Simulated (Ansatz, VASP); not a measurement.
# One calculation of Al2BN3, two programs

```
CELL_PARAMETERS angstrom
2.96932 0.00000 0.00000
-1.48466 2.57151 0.00000
0.00000 0.00000 25.95628
ATOMIC_POSITIONS crystal
Al 0.66667 0.33333 0.08221
Al 0.66667 0.33333 0.41779
Al 0.33333 0.66667 0.91779
Al 0.33333 0.66667 0.58221
B 0.66667 0.33333 0.75000
B 0.33333 0.66667 0.25000
N 0.00000 0.00000 0.08237
N 0.00000 0.00000 0.41763
N 0.00000 0.00000 0.75000
N 0.00000 0.00000 0.91763
N 0.00000 0.00000 0.25000
N 0.00000 0.00000 0.58237
```

Alike in both runs: task relaxation of cell and atoms; functional PBE; k mesh 12 × 12 × 1; occupations gaussian, width 0.02 eV; no spin polarisation.

|  | VASP | Ansatz |
| --- | --- | --- |
| version | VASP 6.6.1 | Ansatz 0.2.0 |
| potentials or method | VASP PAW PBE potentials, release 64 (Al, B, N), cutoff 600 eV | scalar-relativistic, plane waves, PAW |
| valence electrons in the cell | 48 | 48 |

|  | VASP | Ansatz | Ansatz less VASP |
| --- | --- | --- | --- |
| gap on the k mesh at the Fermi level, each at its own relaxed structure (eV) | 2.19 | 2.27 | +0.078 |
| relaxed volume (Å³/atom) | 16.52 | 17.59 | +1.072 |
| relaxed cell length with the largest relative difference (Å) | 25.956 | 27.640 | +1.6841 |

One of these differences is far larger than is usual between the two programs; its cause wasn't traced.

Noted on VASP's run: the relaxation stopped at its first step, so nothing moved.
